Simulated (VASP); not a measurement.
# NaF (I4/mmm) in VASP: a series of runs

Runs on NaF. Level: PBEsol. Tasks: single point.

Everything below comes from runs of VASP 6.6.1. Logs are shortened: lines on timing, memory, paths and dates and some standing lists are left out, and cuts for length are marked.

## 1. The cell of the first run

It takes space group I4/mmm (No. 139, tetragonal). Conventional cell: a = 3.011 Å, b = 3.011 Å, c = 5.535 Å, α = 90.00°, β = 90.00°, γ = 90.00°. Na (site symmetry 4/mmm) has 6 F at 2.13 to 2.77 Å within 2.8 Å. Within 2.8 Å of F (site symmetry 4/mmm) lie 6 Na at 2.13 to 2.77 Å.

## 2. Single point, PBEsol

Contents of INCAR:

```
  ALGO = Normal
  EDIFF = 1E-6
  ENCUT = 520
  GGA = PS
  ISIF = 2
  ISMEAR = 0
  LASPH = T
  LCHARG = F
  LREAL = F
  LWAVE = F
  NBANDS = 14
  NELM = 60
  PREC = Accurate
  SIGMA = 0.05
```

Contents of KPOINTS:

```
k-points
0
Gamma
  10 10 10
```

Contents of POSCAR:

```
NaF
1.0
    0.0000000000      2.1287476179      2.7673719033
    2.1287476179      0.0000000000      2.7673719033
    2.1287476179      2.1287476179      0.0000000000
Na F
1 1
Direct
    0.0000000000      0.0000000000      0.0000000000
    0.5000000000      0.5000000000      0.5000000000
```

Potentials or basis: VASP PAW PBE potentials, release 64 (Na_pv, F).

Run with:

```sh
$ cat potpaw_PBE.64/Na_pv/POTCAR potpaw_PBE.64/F/POTCAR > POTCAR
$ mpirun -np 1 vasp_std > vasp.out
```

OUTCAR:

```text
EDIFF = 1E-6
   ENCUT = 520
   GGA = PS
   ISIF = 2
   ISMEAR = 0
   LASPH = T
   LREAL = F
   NELM = 60
   PREC = Accurate

 ion  position               nearest neighbor table
   1  0.000  0.000  0.000-   2 2.13   2 2.13   2 2.13   2 2.13
   2  0.500  0.500  0.500-   1 2.13   1 2.13   1 2.13   1 2.13

  LATTYP: Found a body centered tetragonal cell.
 ALAT       =     3.0105037521
 C/A-ratio  =     1.8384776311

  Lattice vectors:

 A1 = (  -2.1287476179,   0.0000000000,   2.7673719033)
 A2 = (   2.1287476179,   0.0000000000,   2.7673719033)
 A3 = (   0.0000000000,   2.1287476179,  -2.7673719033)

Analysis of symmetry for initial positions (statically):
=====================================================================
 Subroutine PRICEL returns:
 Original cell was already a primitive cell.

 Routine SETGRP: Setting up the symmetry group for a
 body centered tetragonal supercell.

 Subroutine GETGRP returns: Found 16 space group operations
 (whereof 16 operations were pure point group operations)
 out of a pool of 16 trial point group operations.

The static configuration has the point symmetry D_4h.

Analysis of symmetry for dynamics (positions and initial velocities):
=====================================================================
 Subroutine PRICEL returns:
 Original cell was already a primitive cell.

 Routine SETGRP: Setting up the symmetry group for a
 body centered tetragonal supercell.

 Subroutine GETGRP returns: Found 16 space group operations
 (whereof 16 operations were pure point group operations)
 out of a pool of 16 trial point group operations.

The dynamic configuration has the point symmetry D_4h.

 Subroutine INISYM returns: Found 16 space group operations
 (whereof 16 operations are pure point group operations),
 and found     1 'primitive' translations

----------------------------------------------------------------------------------------

                                     Primitive cell

  volume of cell :      25.0811

  direct lattice vectors                    reciprocal lattice vectors
     0.000000000  2.128747618  2.767371903    -0.234879887  0.234879887  0.180676836
     2.128747618  0.000000000  2.767371903     0.234879887 -0.234879887  0.180676836
     2.128747618  2.128747618  0.000000000     0.234879887  0.234879887 -0.180676836

  length of vectors
     3.491405687  3.491405687  3.010503752     0.378128605  0.378128605  0.378128605

  position of ions in fractional coordinates (direct lattice)
     0.000000000  0.000000000  0.000000000
     0.500000000  0.500000000  0.500000000

[... 82 lines left out ...]
   ISIF   =      2    stress and relaxation
   ISYM   =      2    0-nonsym 1-usesym 2-fastsym
   POTIM  = 0.5000    time-step for ionic-motion
   TEBEG  =    0.0;   TEEND  =   0.0 temperature during run
   PSTRESS=    0.0 pullay stress
   NELECT =      14.0000    total number of electrons
   NUPDOWN=      -1.0000    fix difference up-down
   EMIN   =  10.00;   EMAX   =-10.00  energy-range for DOS
   EFERMI =   0.00;   METHOD = LEGACY
   ISMEAR =     0;   SIGMA  =   0.05  broadening in eV -4-tet -1-fermi 0-gaus
   EFERMI_NEDOS =   21; number of points for ismear=-14 and -15
   IALGO  =     38    algorithm
   IMIX   =      4    mixing-type and parameters
     AMIX     =   0.40;   BMIX     =  1.00
     AMIX_MAG =   1.60;   BMIX_MAG =  1.00
  volume/ion in A,a.u.               =      12.54        84.63
  Fermi-wavevector in a.u.,A,eV,Ry     =   1.347935  2.547227 24.720809  1.816928
  Thomas-Fermi vector in A             =   2.475645
   LORBIT       =      0    0 simple, 1 ext, 2 COOP (PROOUT), +10 PAW based schemes
   GGA     = PS    functional components
   LHFCALC =     F    Hartree Fock is set to
   AEXX    =    0.0000 exact exchange contribution
   IVDW    =     0    specifies the selected vdW correction
   LEPSILON=     F    determine dielectric tensor
   LRPA    =     F    only Hartree local field effects (RPA)
 non-spin polarized calculation
 Gauss-broadening in eV      SIGMA  =   0.05
  energy-cutoff  :      520.00
  volume of cell :       25.08
 maximum number of plane-waves:       694
 NGX is ok and might be reduce to    28

 number of electron      13.9999998 magnetization

 Free energy of the ion-electron system (eV)
  ---------------------------------------------------
  ext. energy  EPLUGINS =         0.00000000
  ---------------------------------------------------
  free energy    TOTEN  =        -8.53558524 eV

  energy without entropy =       -8.53558524  energy(sigma->0) =       -8.53558524

 E-fermi :  -1.8965     XC(G=0):  -9.1872

 val. band max:       -2.1936334896   @ k =   0.0000   0.0000   0.0000
 cond. band min:       3.8075773204   @ k =   0.0000   0.0000   0.0000
 fundamental gap:      6.0012108101
 Fermi energy:        -1.8965401962

 k-point     1 :       0.0000    0.0000    0.0000
  band No.  band energies     occupation
      1     -21.3524      2.00000
      2     -20.8830      2.00000
      3     -20.7754      2.00000
      4     -20.7754      2.00000
      5      -2.3426      2.00000
      6      -2.1936      2.00000
      7      -2.1936      2.00000
      8       3.8076      0.00000
      9      15.8515      0.00000
     10      17.8626      0.00000
     11      17.8626      0.00000
     12      18.7708      0.00000
     13      19.9810      0.00000
     14      20.7085      0.00000
[... 377 lines left out ...]
      1     -21.4428      2.00000
      2     -20.9450      2.00000
      3     -20.7867      2.00000
      4     -20.5905      2.00000
      5      -3.4495      2.00000
      6      -2.4541      2.00000
      7      -2.3310      2.00000
      8       7.2496      0.00000
      9      12.8197      0.00000
     10      13.0079      0.00000
     11      18.6026      0.00000
     12      19.3303      0.00000
     13      23.0207      0.00000
     14      26.3805      0.00000

 [... further k-points ...]
[... 5 lines left out ...]
  --------------------------------------------------------------------------------------
  -------------------------------------------------------------------------------------
  Total        1.9449756      1.9449756     -0.7030134      0.0000000     -0.0000000      0.0000000
  in kB      124.2449830    124.2449830    -44.9084752      0.0000000     -0.0000000      0.0000000
  external PRESSURE =      67.8604970 kB  Pullay stress =       0.0000000 kB

 VOLUME and BASIS-vectors are now :
 -----------------------------------------------------------------------------
  energy-cutoff  :      520.00
  volume of cell :       25.08
      direct lattice vectors                 reciprocal lattice vectors
     0.000000000  2.128747618  2.767371903    -0.234879887  0.234879887  0.180676836
     2.128747618  0.000000000  2.767371903     0.234879887 -0.234879887  0.180676836
     2.128747618  2.128747618  0.000000000     0.234879887  0.234879887 -0.180676836

 POSITION                                       TOTAL-FORCE (eV/Angst)
 -----------------------------------------------------------------------------------
      0.00000      0.00000      0.00000         0.000000      0.000000     -0.000000
      2.12875      2.12875      2.76737         0.000000     -0.000000      0.000000
 -----------------------------------------------------------------------------------
    total drift:                                0.000000      0.000000      0.000000

  FREE ENERGIE OF THE ION-ELECTRON SYSTEM (eV)
  ---------------------------------------------------
  free  energy   TOTEN  =        -8.5355852435 eV

  energy  without entropy=       -8.5355852435  energy(sigma->0) =       -8.53558524
```

OSZICAR:

```text
N       E                     dE             d eps       ncg     rms          rms(c)
DAV:   1     0.107846008555E+03    0.10785E+03   -0.77983E+03  2902   0.123E+03
DAV:   2    -0.383423358286E+01   -0.11168E+03   -0.10348E+03  3066   0.343E+02
DAV:   3    -0.938926962588E+01   -0.55550E+01   -0.55433E+01  3534   0.694E+01
DAV:   4    -0.943476683110E+01   -0.45497E-01   -0.45495E-01  3252   0.672E+00
DAV:   5    -0.943521629289E+01   -0.44946E-03   -0.44946E-03  3654   0.670E-01    0.527E+00
DAV:   6    -0.855356546333E+01    0.88165E+00   -0.29874E+00  3888   0.163E+01    0.185E+00
DAV:   7    -0.853573666298E+01    0.17829E-01   -0.35583E-02  2982   0.214E+00    0.108E+00
DAV:   8    -0.853490915998E+01    0.82750E-03   -0.28248E-02  3030   0.311E+00    0.171E-01
DAV:   9    -0.853587384644E+01   -0.96469E-03   -0.68159E-03  3876   0.764E-01    0.152E-01
DAV:  10    -0.853558518792E+01    0.28866E-03   -0.13154E-03  3258   0.469E-01    0.280E-02
DAV:  11    -0.853558491093E+01    0.27699E-06   -0.70790E-05  3324   0.887E-02    0.438E-03
DAV:  12    -0.853558524353E+01   -0.33260E-06   -0.17161E-06  3324   0.156E-02
   1 F= -.85355852E+01 E0= -.85355852E+01  d E =-.280169E-19
```

Wall time 18 s (1 thread of Intel Xeon 6975P-C (Granite Rapids), shared host); peak memory 0.16 GiB.

What came out:

```
Free energy            : -8.5356 eV
Pressure               : 6.8 GPa
Band gap on the k mesh : 6.00 eV
```

Stress tensor (GPa, compression positive):
```
12.42  0.00  0.00
 0.00 12.42  0.00
 0.00  0.00 -4.49
```

Levels at points of the mesh, in eV from the valence-band top:
```tsv
k point	band 3	band 4	band 5	band 6	band 7	band 8	band 9	band 10	band 11	band 12
(0.00, 0.00, 0.00)	-18.58	-18.58	-0.15	0.00	0.00	6.00	18.05	20.06	20.06	20.96
(0.50, 0.00, 0.00)	-18.55	-17.61	-1.69	-0.47	-0.21	10.51	12.11	18.40	21.07	22.81
(0.50, 0.50, 0.00)	-18.60	-18.60	-1.48	-0.16	-0.16	10.79	13.21	14.89	21.83	21.83
(0.50, 0.00, 0.50)	-18.74	-18.70	-1.18	-0.76	-0.34	12.78	13.92	14.11	17.75	20.19
```

Caveat: the cell stands under pressure; the PAW data sets were made with another functional, which shifts forces and pressure a little. A k mesh can miss the band edges.

## 3. Single point, PBEsol

This run uses another cell than the first one, of the same volume but with other edges.

Contents of INCAR:

```
SYSTEM = NaF
PREC     = Accurate       ! precision mode
ENCUT    = 520            ! plane-wave cutoff, eV
EDIFF    = 1E-7           ! SCF threshold, eV
ISMEAR   = 0              ! smearing method
SIGMA    = 0.05           ! smearing width, eV
LREAL    = .FALSE.        ! projectors in reciprocal space
LASPH    = .TRUE.         ! aspherical terms in the spheres
NELM     = 100            ! most SCF steps
ALGO     = Normal         ! electronic algorithm
ISIF     = 2              ! what is computed and relaxed
LWAVE    = .FALSE.        ! write WAVECAR
LCHARG   = .TRUE.         ! write CHGCAR
GGA      = PS             ! functional
LELF     = .TRUE.         ! ELF
LVHAR    = .TRUE.       
NBANDS   = 14             ! bands
```

Contents of KPOINTS:

```
regular mesh
0
G
  10 10 10
  0 0 0
```

Contents of POSCAR:

```
NaF
1.0
    0.0000000000      2.3887792430      2.1976769035
    2.3887792430      0.0000000000      2.1976769035
    2.3887792430      2.3887792430      0.0000000000
Na F
1 1
Direct
    0.0000000000      0.0000000000      0.0000000000
    0.5000000000      0.5000000000      0.5000000000
```

Potentials or basis: VASP PAW PBE potentials, release 64 (Na_pv, F).

Run with:

```sh
$ cat potpaw_PBE.64/Na_pv/POTCAR potpaw_PBE.64/F/POTCAR > POTCAR
$ mpirun -np 1 vasp_std > vasp.out
```

OUTCAR:

```text
SYSTEM = NaF
   PREC = Accurate
   ENCUT = 520
   EDIFF = 1E-7
   ISMEAR = 0
   LREAL = .FALSE.
   LASPH = .TRUE.
   NELM = 100
   ISIF = 2
   GGA = PS

 ion  position               nearest neighbor table
   1  0.000  0.000  0.000-   2 2.20   2 2.20
   2  0.500  0.500  0.500-   1 2.20   1 2.20

  LATTYP: Found a body centered tetragonal cell.
 ALAT       =     3.3782440030
 C/A-ratio  =     1.3010764773

  Lattice vectors:

 A1 = (   0.0000000000,  -2.3887792430,  -2.1976769035)
 A2 = (   0.0000000000,   2.3887792430,  -2.1976769035)
 A3 = (   2.3887792430,   0.0000000000,   2.1976769035)

Analysis of symmetry for initial positions (statically):
=====================================================================
 Subroutine PRICEL returns:
 Original cell was already a primitive cell.

 Routine SETGRP: Setting up the symmetry group for a
 body centered tetragonal supercell.

 Subroutine GETGRP returns: Found 16 space group operations
 (whereof 16 operations were pure point group operations)
 out of a pool of 16 trial point group operations.

The static configuration has the point symmetry D_4h.

Analysis of symmetry for dynamics (positions and initial velocities):
[... 167 lines left out ...]
  band No.  band energies     occupation
      1     -21.2640      2.00000
      2     -20.9901      2.00000
      3     -20.9901      2.00000
      4     -20.9693      2.00000
      5      -2.2183      2.00000
      6      -2.2111      2.00000
      7      -2.2111      2.00000
      8       3.8959      0.00000
      9      16.4471      0.00000
     10      16.4471      0.00000
     11      17.0355      0.00000
     12      19.3213      0.00000
     13      20.4467      0.00000
     14      22.9000      0.00000
[... 377 lines left out ...]
      1     -21.6133      2.00000
      2     -21.0412      2.00000
      3     -21.0402      2.00000
      4     -20.4664      2.00000
      5      -3.3797      2.00000
      6      -2.6524      2.00000
      7      -2.6156      2.00000
      8       8.4167      0.00000
      9      10.9746      0.00000
     10      15.1741      0.00000
     11      16.6305      0.00000
     12      16.7378      0.00000
     13      23.5365      0.00000
     14      23.5626      0.00000

 [... further k-points ...]
[... 5 lines left out ...]
  --------------------------------------------------------------------------------------
  -------------------------------------------------------------------------------------
  Total       -0.3506636     -0.3506636      0.8766421      0.0000000      0.0000000      0.0000000
  in kB      -22.4003809    -22.4003809     55.9998698      0.0000000      0.0000000      0.0000000
  external PRESSURE =       3.7330360 kB  Pullay stress =       0.0000000 kB

 VOLUME and BASIS-vectors are now :
 -----------------------------------------------------------------------------
  energy-cutoff  :      520.00
  volume of cell :       25.08
      direct lattice vectors                 reciprocal lattice vectors
     0.000000000  2.388779243  2.197676904    -0.209311933  0.209311933  0.227512970
     2.388779243  0.000000000  2.197676904     0.209311933 -0.209311933  0.227512970
     2.388779243  2.388779243  0.000000000     0.209311933  0.209311933 -0.227512970

 POSITION                                       TOTAL-FORCE (eV/Angst)
 -----------------------------------------------------------------------------------
      0.00000      0.00000      0.00000        -0.000000      0.000000     -0.000000
      2.38878      2.38878      2.19768         0.000000     -0.000000      0.000000
 -----------------------------------------------------------------------------------
    total drift:                                0.000000     -0.000000      0.000000

  FREE ENERGIE OF THE ION-ELECTRON SYSTEM (eV)
  ---------------------------------------------------
  free  energy   TOTEN  =        -8.7368210542 eV

  energy  without entropy=       -8.7368210542  energy(sigma->0) =       -8.73682105
```

stdout:

```text
POSCAR found type information on POSCAR NaF
 POSCAR found :  2 types and       2 ions
 scaLAPACK will be used
 -----------------------------------------------------------------------------
|                                                                             |
|                                                                             |
|     You enforced a specific xc type in the INCAR file but a different       |
|     I HOPE YOU KNOW WHAT YOU ARE DOING!                                     |
|                                                                             |
 -----------------------------------------------------------------------------

 LDA part: xc-table for (Slater+PW92), standard interpolation
 POSCAR, INCAR and KPOINTS ok, starting setup
 FFT: planning ... GRIDC
 FFT: planning ... GRID_SOFT
 FFT: planning ... GRID
 WAVECAR not read
 entering main loop
```

It took 14 s on 1 thread of Intel Xeon 6975P-C (Granite Rapids), shared host; peak memory 0.15 GiB.

Results:

```yaml
Free_energy: -8.7368 eV
Pressure: 0.4 GPa
Band_gap_on_the_k_mesh: 6.11 eV
```

Caveat: the PAW data sets were made with another functional, which shifts forces and pressure a little.

## 4. Single point, PBEsol

This run uses another cell than the first one, of the same volume but with other edges.

Contents of INCAR:

```
SYSTEM = NaF
ALGO = Normal ; EDIFF = 1E-6
ENCUT = 520 ; GGA = PS
ISIF = 2 ; ISMEAR = 0
LASPH = .True. ; LCHARG = .False.
LREAL = .False. ; LWAVE = .False.
NBANDS = 14 ; NELM = 80
PREC = Accurate ; SIGMA = 0.05
```

Contents of KPOINTS:

```
k-points
0
Gamma
  10 10 10
  0 0 0
```

Contents of POSCAR:

```
NaF
1.0
    0.0000000000      2.2506487970      2.4757136767
    2.2506487970      0.0000000000      2.4757136767
    2.2506487970      2.2506487970      0.0000000000
Na F
1 1
Direct
    0.0000000000      0.0000000000      0.0000000000
    0.5000000000      0.5000000000      0.5000000000
```

Run with:

```sh
$ cat potpaw_PBE.64/Na_pv/POTCAR potpaw_PBE.64/F/POTCAR > POTCAR
$ mpirun -np 1 vasp_std > vasp.out
```

Run time: 13 s. Hardware: 1 thread of Intel Xeon 6975P-C (Granite Rapids), shared host; peak memory 0.16 GiB.

Results (log left out):

* Free energy: -8.7356 eV
* Pressure: 0.4 GPa
* Band gap on the k mesh: 6.11 eV

Stress tensor (GPa, compression positive):
```
 2.55  0.00  0.00
 0.00  2.55  0.00
 0.00  0.00 -3.84
```

Levels at points of the mesh, in eV from the valence-band top:
```
           k point  band 5  band 6  band 7  band 8  band 9  band 10
(0.00, 0.00, 0.00)   -0.01    0.00    0.00    6.11   18.40    19.11
(0.50, 0.00, 0.00)   -1.61   -0.30   -0.22   10.55   12.25    19.14
(0.50, 0.50, 0.00)   -1.37   -0.30   -0.30   12.10   13.27    13.70
(0.50, 0.00, 0.50)   -1.24   -0.53   -0.38   12.84   13.34    13.59
```

Caveat: the PAW data sets were made with another functional, which shifts forces and pressure a little.

## 5. Single point, PBEsol

This run uses another cell than the first one, of the same volume but with other edges.

Contents of INCAR:

```
SYSTEM = NaF
ALGO     = Normal         ! electronic algorithm
EDIFF    = 1E-6           ! SCF threshold, eV
ENCUT    = 520            ! plane-wave cutoff, eV
GGA      = PS             ! functional
ISIF     = 2              ! what is computed and relaxed
ISMEAR   = 0              ! smearing method
LASPH    = .TRUE.         ! aspherical terms in the spheres
LCHARG   = .FALSE.        ! write CHGCAR
LREAL    = .FALSE.        ! projectors in reciprocal space
LWAVE    = .FALSE.        ! write WAVECAR
NBANDS   = 14             ! bands
NELM     = 60             ! most SCF steps
PREC     = Accurate       ! precision mode
SIGMA    = 0.05           ! smearing width, eV
```

Contents of KPOINTS:

```
k-points
0
G
  10 10 10
  0 0 0
```

Contents of POSCAR:

```
NaF
1.0
    0.0000000000      2.6820539337      1.7433350569
    2.6820539337      0.0000000000      1.7433350569
    2.6820539337      2.6820539337      0.0000000000
Na F
1 1
Direct
    0.0000000000      0.0000000000      0.0000000000
    0.5000000000      0.5000000000      0.5000000000
```

Run with:

```sh
$ cat potpaw_PBE.64/Na_pv/POTCAR potpaw_PBE.64/F/POTCAR > POTCAR
$ mpirun -np 1 vasp_std > vasp.out
```

Wall time 11 s (1 thread of Intel Xeon 6975P-C (Granite Rapids), shared host); peak memory 0.15 GiB.

The run converged. Its results:

```yaml
Free_energy: -7.0101 eV
Pressure: 35.8 GPa
Band_gap_on_the_k_mesh: 5.14 eV
```

Stress tensor (GPa, compression positive):
```
 -3.11   0.00   0.00
  0.00  -3.11   0.00
  0.00   0.00 113.62
```

Levels at points of the mesh, in eV from the valence-band top:
```csv
k point,band 5,band 6,band 7,band 8,band 9,band 10
"(0.00, 0.00, 0.00)",-0.69,-0.69,0.00,5.14,17.82,19.25
"(0.50, 0.00, 0.00)",-2.12,-1.19,-0.97,10.02,11.44,16.52
"(0.50, 0.50, 0.00)",-1.48,-1.48,-0.51,10.18,15.94,15.94
"(0.50, 0.00, 0.50)",-2.09,-0.69,-0.21,10.52,11.74,15.70
```

Caveat: the cell stands under pressure; the PAW data sets were made with another functional, which shifts forces and pressure a little.

[end of part 1 of 2]
